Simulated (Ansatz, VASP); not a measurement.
**Re in VASP and in Ansatz**

```xyz
1
Lattice="2.6586 0.0000 0.0000 0.0000 2.6586 0.0000 0.0000 0.0000 2.6586" Properties=species:S:1:pos:R:3 pbc="T T T"
Re    0.0000    0.0000    0.0000
```

Alike in both runs: task single point; functional RPBE; k mesh 14 × 14 × 14; occupations fermi-dirac, width 0.1 eV; no spin polarisation.

|  | VASP | Ansatz |
| --- | --- | --- |
| version | VASP 6.6.1 | Ansatz 0.2.0 |
| potentials or method | VASP PAW PBE potentials, release 64 (Re), cutoff 520 eV | plane waves (420 eV) with PAW, scalar-relativistic |
| valence electrons in the cell | 7 | 15 |

|  | VASP | Ansatz | Ansatz less VASP |
| --- | --- | --- | --- |
| pressure (GPa) | -17.6 | -16.6 | +0.96 |

VASP's potentials were made for PBE, not for RPBE. The functional is the same, so the differences come from potentials, cutoffs and numerics. VASP's potentials hold 7 valence electrons a cell and Ansatz's 15, so a difference there can come from the potentials and not from the codes.

Neither program's run includes spin-orbit coupling.
